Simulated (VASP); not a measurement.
Runs of VASP 6.6.1 on Hf. The structure is that of space group Pm-3m (No. 221), or close to it. The cells are those of the table. This isn't the form of Hf at room conditions, which is hcp.

```csv
task,level,cell,cutoff (eV),share of exact exchange,screening parameter,gap on the mesh (eV),pressure (GPa),relaxed volume (Å³/atom)
single point,r2SCANh,"a = 2.894 Å, 1 atom",520,0.1,-,none,(c),-
relaxation of cell and atoms,PBE-based screened hybrid with 25 % exact exchange,"relaxed from a = 2.914 Å, 1 atom",600,0.25,0.3 1/Å,none,0.0,(d)
single point,r2SCANh,"a = 2.971 Å, 1 atom",520,0.1,-,none,(a),-
single point,r2SCANh,"a = 2.933 Å, 1 atom",520,0.1,-,none,-2.5,-
relaxation of cell and atoms,HSE06,"relaxed from a = 2.914 Å, 1 atom",600,0.25,0.2079 1/Å,none,0.0,24.69
single point,r2SCANh,"a = 2.952 Å, 1 atom",520,0.1,-,none,(b),-
relaxation of cell and atoms,B3LYP,"relaxed from a = 2.914 Å, 1 atom",600,0.2,-,none,0.0,25.40
single point,r2SCANh,"a = 2.854 Å, 1 atom",520,0.1,-,none,5.2,-
relaxation of cell and atoms,PBEsol-based global hybrid with 25 % exact exchange,"relaxed from a = 2.914 Å, 1 atom",600,0.25,-,none,0.0,23.85
single point,PBE0,"a = 2.914 Å, 1 atom",520,0.25,-,none,-0.5,-
single point,r2SCAN0,"a = 2.914 Å, 1 atom",520,0.25,-,none,-1.4,-
single point,r2SCANh,"a = 2.914 Å, 1 atom",520,0.1,-,none,-0.9,-
```

Alike in all rows: potentials or basis VASP PAW PBE potentials, release 64 (Hf_pv); no spin polarisation; k mesh 5 × 5 × 5; smearing fermi-dirac 0.05 eV.

**Question.** Estimate the missing entries.

**Answer.** (a) -5.4; (b) -4.0; (c) 1.0; (d) 24.77.

Caveats: all runs use coarse meshes; the PAW data sets were made with another functional, which shifts forces and pressure a little; spin-orbit coupling is left out, which moves the levels of the heavy elements.

A k mesh can miss the band edges, and the runs leave out spin-orbit coupling on Hf.

A gap of «none» marks levels without a gap at the run's occupations.
